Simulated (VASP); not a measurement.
# NaB (Fm-3m) in VASP: further runs, part 2 of 2

VASP 6.6.1.

**3. Single point, PBE+D4**

This run uses another cell than the first one, of 18.91 Å³/atom.

File INCAR:

```
SYSTEM = NaB
PREC = Accurate ; ENCUT = 520
EDIFF = 1E-6 ; ISMEAR = -1
SIGMA = 0.1 ; LREAL = .False.
LASPH = .True. ; NELM = 60
ALGO = Normal ; ISIF = 2
LWAVE = .False. ; LCHARG = .False.
GGA = PE ; IVDW = 13
NBANDS = 12
```

File KPOINTS:

```
regular mesh
0
Gamma
  9 9 9
  0 0 0
```

File POSCAR:

```
NaB
1.0
    0.0000000000      2.6642277343      2.6642277343
    2.6642277343      0.0000000000      2.6642277343
    2.6642277343      2.6642277343      0.0000000000
Na B
1 1
Direct
    0.0000000000      0.0000000000      0.0000000000
    0.5000000000      0.5000000000      0.5000000000
```

Potentials or basis: VASP PAW PBE potentials, release 64 (Na_pv, B).

The run is started by

```console
cat potpaw_PBE.64/Na_pv/POTCAR potpaw_PBE.64/B/POTCAR > POTCAR
mpirun -np 1 vasp_std > vasp.out
```

OUTCAR:

```text
SYSTEM = NaB
   PREC = Accurate
   ENCUT = 520
   EDIFF = 1E-6
   ISMEAR = -1
   LREAL = .False.
   LASPH = .True.
   NELM = 60
   ISIF = 2
   GGA = PE
   IVDW = 13

 ion  position               nearest neighbor table
   1  0.000  0.000  0.000-
   2  0.500  0.500  0.500-

  LATTYP: Found a face centered cubic cell.
 ALAT       =     5.3284554686

  Lattice vectors:

 A1 = (   0.0000000000,   2.6642277343,   2.6642277343)
 A2 = (   2.6642277343,   0.0000000000,   2.6642277343)
 A3 = (   2.6642277343,   2.6642277343,   0.0000000000)

Analysis of symmetry for initial positions (statically):
=====================================================================
 Subroutine PRICEL returns:
 Original cell was already a primitive cell.

 Routine SETGRP: Setting up the symmetry group for a
 face centered cubic supercell.

 Subroutine GETGRP returns: Found 48 space group operations
 (whereof 48 operations were pure point group operations)
 out of a pool of 48 trial point group operations.

The static configuration has the point symmetry O_h .

Analysis of symmetry for dynamics (positions and initial velocities):
=====================================================================
 Subroutine PRICEL returns:
 Original cell was already a primitive cell.

 Routine SETGRP: Setting up the symmetry group for a
 face centered cubic supercell.

 Subroutine GETGRP returns: Found 48 space group operations
 (whereof 48 operations were pure point group operations)
 out of a pool of 48 trial point group operations.

The dynamic configuration has the point symmetry O_h .

 Subroutine INISYM returns: Found 48 space group operations
 (whereof 48 operations are pure point group operations),
 and found     1 'primitive' translations

----------------------------------------------------------------------------------------

                                     Primitive cell

  volume of cell :      37.8220

  direct lattice vectors                    reciprocal lattice vectors
     0.000000000  2.664227734  2.664227734    -0.187671644  0.187671644  0.187671644
     2.664227734  0.000000000  2.664227734     0.187671644 -0.187671644  0.187671644
     2.664227734  2.664227734  0.000000000     0.187671644  0.187671644 -0.187671644

  length of vectors
     3.767786995  3.767786995  3.767786995     0.325056823  0.325056823  0.325056823

  position of ions in fractional coordinates (direct lattice)
     0.000000000  0.000000000  0.000000000
     0.500000000  0.500000000  0.500000000

  ion indices of the primitive-cell ions
   primitive index   ion index
                 1           1
                 2           2

----------------------------------------------------------------------------------------

 KPOINTS: regular mesh

Automatic generation of k-mesh.
 Grid dimensions read from file:
 generate k-points for:    9    9    9

 Generating k-lattice:

  Cartesian coordinates                     Fractional coordinates (reciprocal lattice)
    -0.020852405  0.020852405  0.020852405     0.111111111  0.000000000  0.000000000
     0.020852405 -0.020852405  0.020852405     0.000000000  0.111111111  0.000000000
     0.020852405  0.020852405 -0.020852405     0.000000000  0.000000000  0.111111111

  Length of vectors
     0.036117425  0.036117425  0.036117425

  Shift w.r.t. Gamma in fractional coordinates (k-lattice)
     0.000000000  0.000000000  0.000000000

 Subroutine IBZKPT returns following result:
 ===========================================

 Found     35 irreducible k-points:

 Following reciprocal coordinates:
            Coordinates               Weight
  0.000000  0.000000  0.000000      1.000000
  0.111111  0.000000  0.000000      8.000000
  0.222222  0.000000  0.000000      8.000000
  0.333333  0.000000  0.000000      8.000000
  0.444444  0.000000  0.000000      8.000000
  0.111111  0.111111  0.000000      6.000000
[... 16 lines left out ...]
 -0.333333  0.333333  0.000000     12.000000
  0.444444  0.444444  0.000000      6.000000
 [... further k-points ...]
   k-points           NKPTS =     35   k-points in BZ     NKDIM =     35   number of bands    NBANDS=     12
   number of dos      NEDOS =    301   number of ions     NIONS =      2
   total plane-waves  NPLWV =  21952
   dimension x,y,z NGX =    28 NGY =   28 NGZ =   28
   dimension x,y,z NGXF=    56 NGYF=   56 NGZF=   56
   ions per type =               1   1
   NGX,Y,Z   is equivalent  to a cutoff of  12.35, 12.35, 12.35 a.u.
   NGXF,Y,Z  is equivalent  to a cutoff of  24.71, 24.71, 24.71 a.u.
 SYSTEM =  NaB
   PREC   = accura    normal or accurate (medium, high low for compatibility)
   ISTART =      0    job   : 0-new  1-cont  2-samecut
   ICHARG =      2    charge: 1-file 2-atom 10-const
   ISPIN  =      1    spin polarized calculation?
   LNONCOLLINEAR =      F non collinear calculations
   LSORBIT =      F    spin-orbit coupling
   LASPH  =      T    aspherical Exc in radial PAW
   ENCUT  =  520.0 eV  38.22 Ry    6.18 a.u.   7.01  7.01  7.01*2*pi/ulx,y,z
   NELM   =     60;   NELMIN=  2; NELMDL= -5     # of ELM steps
   EDIFF  = 0.1E-05   stopping-criterion for ELM
   LREAL  =      F    real-space projection
   EDIFFG = 0.1E-04   stopping-criterion for IOM
   NSW    =      0    number of steps for IOM
   IBRION =     -1    ionic relax: 0-MD 1-quasi-New 2-CG
   NFREE  =      0    steps in history (QN), initial steepest desc. (CG)
   ISIF   =      2    stress and relaxation
   ISYM   =      2    0-nonsym 1-usesym 2-fastsym
   POTIM  = 0.5000    time-step for ionic-motion
   TEBEG  =    0.0;   TEEND  =   0.0 temperature during run
   PSTRESS=    0.0 pullay stress
   NELECT =      10.0000    total number of electrons
   NUPDOWN=      -1.0000    fix difference up-down
   EMIN   =  10.00;   EMAX   =-10.00  energy-range for DOS
   EFERMI =   0.00;   METHOD = LEGACY
   ISMEAR =    -1;   SIGMA  =   0.10  broadening in eV -4-tet -1-fermi 0-gaus
   EFERMI_NEDOS =   21; number of points for ismear=-14 and -15
   IALGO  =     38    algorithm
   IMIX   =      4    mixing-type and parameters
     AMIX     =   0.40;   BMIX     =  1.00
     AMIX_MAG =   1.60;   BMIX_MAG =  1.00
  volume/ion in A,a.u.               =      18.91       127.62
  Fermi-wavevector in a.u.,A,eV,Ry     =   1.050736  1.985603 15.021451  1.104046
  Thomas-Fermi vector in A             =   2.185751
   LORBIT       =      0    0 simple, 1 ext, 2 COOP (PROOUT), +10 PAW based schemes
   GGA     = PE    functional components
   LHFCALC =     F    Hartree Fock is set to
   AEXX    =    0.0000 exact exchange contribution
   IVDW    =    13    specifies the selected vdW correction
   LEPSILON=     F    determine dielectric tensor
   LRPA    =     F    only Hartree local field effects (RPA)
 non-spin polarized calculation
  energy-cutoff  :      520.00
  volume of cell :       37.82
 maximum number of plane-waves:      1030
   NGX = 13   NGY = 13   NGZ = 13

 number of electron      10.0000000 magnetization

 number of electron       9.9999994 magnetization

 Free energy of the ion-electron system (eV)
  ---------------------------------------------------
  ext. energy  EPLUGINS =         0.00000000
  ---------------------------------------------------
  free energy    TOTEN  =        -4.32163889 eV

  energy without entropy =       -4.28555379  energy(sigma->0) =       -4.30359634

 E-fermi :   0.8426     XC(G=0):  -8.3988

 val. band max:        0.8297323339   @ k =   0.3333   0.2222   0.0000
 cond. band min:       0.8871080985   @ k =  -0.2222   0.3333   0.1111
 fundamental gap:      0.0573757646
 Fermi energy:         0.8426006555

 k-point     1 :       0.0000    0.0000    0.0000
  band No.  band energies     occupation
      1     -22.1560      2.00000
      2     -22.1560      2.00000
      3     -22.1560      2.00000
      4      -6.3793      2.00000
      5       3.2744      0.00000
      6       3.2744      0.00000
      7       3.2744      0.00000
      8       8.4967      0.00000
      9      11.1772      0.00000
     10      11.1772      0.00000
     11      11.1772      0.00000
     12      13.4523      0.00000
[... 331 lines left out ...]
 k-point    24 :       0.4444    0.4444    0.0000
  band No.  band energies     occupation
      1     -22.1945      2.00000
      2     -22.1711      2.00000
      3     -22.1711      2.00000
      4      -4.0463      2.00000
      5      -0.4655      2.00000
      6       1.8876      0.00006
      7       1.8876      0.00006
      8       6.9974      0.00000
      9       7.9924      0.00000
     10      12.4542      0.00000
     11      15.2449      0.00000
     12      15.2449      0.00000

 [... further k-points ...]

------------------------ aborting loop because EDIFF is reached ----------------------------------------

  DFT-D4 for vdW energy calculation

  Edisp (eV):   -0.15306

  FORCE on cell =-STRESS in cart. coord.  units (eV):
  Direction    XX          YY          ZZ          XY          YZ          ZX
  --------------------------------------------------------------------------------------
  -------------------------------------------------------------------------------------
  Total       0.01280     0.01280     0.01280     0.00000     0.00000     0.00000
  in kB       0.54228     0.54228     0.54228     0.00000     0.00000     0.00000
  external pressure =        0.54 kB  Pullay stress =        0.00 kB

 VOLUME and BASIS-vectors are now :
 -----------------------------------------------------------------------------
  energy-cutoff  :      520.00
  volume of cell :       37.82
      direct lattice vectors                 reciprocal lattice vectors
     0.000000000  2.664227734  2.664227734    -0.187671644  0.187671644  0.187671644
     2.664227734  0.000000000  2.664227734     0.187671644 -0.187671644  0.187671644
     2.664227734  2.664227734  0.000000000     0.187671644  0.187671644 -0.187671644

 POSITION                                       TOTAL-FORCE (eV/Angst)
 -----------------------------------------------------------------------------------
      0.00000      0.00000      0.00000         0.000000     -0.000000     -0.000000
      2.66423      2.66423      2.66423        -0.000000      0.000000      0.000000
 -----------------------------------------------------------------------------------
    total drift:                               -0.000000      0.000000      0.000000

  FREE ENERGIE OF THE ION-ELECTRON SYSTEM (eV)
  ---------------------------------------------------
  free  energy   TOTEN  =        -4.4746978851 eV

  energy  without entropy=       -4.4386127830  energy(sigma->0) =       -4.45665533
```

OSZICAR:

```text
N       E                     dE             d eps       ncg     rms          rms(c)
DAV:   1     0.455844097215E+02    0.45584E+02   -0.53929E+03   844   0.818E+02
DAV:   2    -0.247287119312E+01   -0.48057E+02   -0.46851E+02   900   0.194E+02
DAV:   3    -0.432487288967E+01   -0.18520E+01   -0.18351E+01  1052   0.375E+01
DAV:   4    -0.434313637592E+01   -0.18263E-01   -0.18255E-01   908   0.388E+00
DAV:   5    -0.434332281274E+01   -0.18644E-03   -0.18643E-03  1004   0.409E-01    0.576E-01
DAV:   6    -0.432675392717E+01    0.16569E-01   -0.96308E-03  1060   0.747E-01    0.331E-01
DAV:   7    -0.432171963475E+01    0.50343E-02   -0.10164E-02  1080   0.721E-01    0.117E-01
DAV:   8    -0.432164261627E+01    0.77018E-04   -0.53670E-04   888   0.261E-01    0.142E-02
DAV:   9    -0.432163866518E+01    0.39511E-05   -0.15835E-05  1060   0.582E-02    0.557E-03
DAV:  10    -0.432163888804E+01   -0.22286E-06   -0.83937E-07   516   0.134E-02
   1 F= -.44746979E+01 E0= -.44566553E+01  d E =-.360851E-01
```

stdout:

```text
POSCAR found type information on POSCAR NaB
 POSCAR found :  2 types and       2 ions
 scaLAPACK will be used
 LDA part: xc-table for (Slater+PW92), standard interpolation
 POSCAR, INCAR and KPOINTS ok, starting setup
 FFT: planning ... GRIDC
 FFT: planning ... GRID_SOFT
 FFT: planning ... GRID
 WAVECAR not read
 entering main loop
```

Run time: 20 s. Hardware: 1 thread of Intel Xeon 8259CL, shared host; peak memory 0.16 GiB.

Results:

```yaml
Free_energy: -4.4747 eV
Pressure: 0.1 GPa
Band_gap_on_the_k_mesh: zero (bands 5 and 6 overlap by 3.06 eV)
Dispersion_energy_per_atom: -0.077 eV
```

**4. Single point, PBEsol**

This run uses another cell than the first one, of 18.64 Å³/atom.

File INCAR:

```
  ALGO = Normal
  EDIFF = 1E-7
  ENCUT = 520
  GGA = PS
  ISIF = 2
  ISMEAR = -1
  LASPH = T
  LCHARG = T
  LELF = T
  LREAL = F
  LVHAR = T
  LWAVE = F
  NBANDS = 12
  NELM = 80
  PREC = Accurate
  SIGMA = 0.1
```

File KPOINTS:

```
k-points
0
Gamma
  9 9 9
```

File POSCAR:

```
NaB
1.0
    0.0000000000      2.6513155063      2.6513155063
    2.6513155063      0.0000000000      2.6513155063
    2.6513155063      2.6513155063      0.0000000000
Na B
1 1
Direct
    0.0000000000      0.0000000000      0.0000000000
    0.5000000000      0.5000000000      0.5000000000
```

The run is started by

```console
cat potpaw_PBE.64/Na_pv/POTCAR potpaw_PBE.64/B/POTCAR > POTCAR
mpirun -np 1 vasp_std > vasp.out
```

It took 21 s on 1 thread of Intel Xeon 8259CL, shared host; peak memory 0.16 GiB.

Results (log left out):

```yaml
Free_energy: -4.5957 eV
Pressure: 0.1 GPa
Band_gap_on_the_k_mesh: zero (bands 5 and 6 overlap by 3.17 eV)
```

Levels at points of the mesh, in eV from the Fermi level:
```csv
k point,band 3,band 4,band 5,band 6,band 7,band 8
"(0.00, 0.00, 0.00)",-22.82,-7.25,2.51,2.51,2.51,7.82
```

Caveat: the PAW data sets were made with another functional, which shifts forces and pressure a little.

**5. Single point, r2SCAN+rVV10**

This run uses another cell than the first one, of 18.98 Å³/atom.

File POSCAR:

```
NaB
1.0
    0.0000000000      2.6672678029      2.6672678029
    2.6672678029      0.0000000000      2.6672678029
    2.6672678029      2.6672678029      0.0000000000
Na B
1 1
Direct
    0.0000000000      0.0000000000      0.0000000000
    0.5000000000      0.5000000000      0.5000000000
```

File INCAR.step1:

```
SYSTEM = NaB
  PREC = Accurate
  ENCUT = 520
  ISMEAR = -1
  SIGMA = 0.1
  LREAL = .FALSE.
  LASPH = .TRUE.
  NELM = 60
  NBANDS = 12
  GGA = PE
  ALGO = Normal
  EDIFF = 1E-4
  LWAVE = .TRUE.
  LCHARG = .FALSE.
```

File INCAR.step2:

```
SYSTEM = NaB
  PREC = Accurate
  ENCUT = 520
  EDIFF = 1E-6
  ISMEAR = -1
  SIGMA = 0.1
  LREAL = .FALSE.
  LASPH = .TRUE.
  NELM = 60
  ALGO = Normal
  ISIF = 2
  LWAVE = .FALSE.
  LCHARG = .TRUE.
  METAGGA = R2SCAN
  LMIXTAU = .TRUE.
  LUSE_VDW = .TRUE.
  IVDW_NL = 2
  BPARAM = 11.95
  CPARAM = 0.0093
  LELF = .TRUE.
  LVHAR = .TRUE.
  NBANDS = 12
  ISTART = 1
```

File KPOINTS:

```
Automatic mesh
0
G
  9 9 9
  0 0 0
```

The run is started by

```console
cat potpaw_PBE.64/Na_pv/POTCAR potpaw_PBE.64/B/POTCAR > POTCAR
cp INCAR.step1 INCAR
mpirun -np 1 vasp_std > vasp.out
cp INCAR.step2 INCAR
mpirun -np 1 vasp_std > vasp.out
```

Run time: 2.2 min. Hardware: 1 thread of Intel Xeon 8259CL, shared host; peak memory 0.26 GiB.

It converged, with:

* Free energy: -6.8885 eV
* Pressure: -0.2 GPa
* Band gap on the k mesh: zero (bands 5 and 6 overlap by 3.31 eV)

Levels at points of the mesh, in eV from the Fermi level:
| k point | band 1 | band 2 | band 3 | band 4 | band 5 | band 6 | band 7 | band 8 | band 9 | band 10 |
| --- | --- | --- | --- | --- | --- | --- | --- | --- | --- | --- |
| (0.00, 0.00, 0.00) | -24.05 | -24.05 | -24.05 | -7.74 | 2.63 | 2.63 | 2.63 | 8.38 | 10.74 | 10.74 |

Caveat: the PAW data sets were made with another functional, which shifts forces and pressure a little.

**6. Overview**

```tsv
level	potentials or basis	cell	gap on the mesh (eV)	pressure (GPa)
LDA	VASP PAW LDA potentials, release 64 (Na_pv, B)	a = 3.680 Å, angles 60.0°, 2 atoms	none	0.0
PBE+D4	VASP PAW PBE potentials, release 64 (Na_pv, B)	a = 3.768 Å, angles 60.0°, 2 atoms	none	0.1
PBEsol	VASP PAW PBE potentials, release 64 (Na_pv, B)	a = 3.750 Å, angles 60.0°, 2 atoms	none	0.1
r2SCAN+rVV10	VASP PAW PBE potentials, release 64 (Na_pv, B)	a = 3.772 Å, angles 60.0°, 2 atoms	none	-0.2
```

Alike in all rows: task single point; no spin polarisation; k mesh 9 × 9 × 9; cutoff (eV) 520; smearing fermi-dirac 0.1 eV.

Caveats: the PAW data sets were made with another functional, which shifts forces and pressure a little (at least some runs).

Total energies depend on the potentials used, so only differences within one code and one set of settings carry meaning.
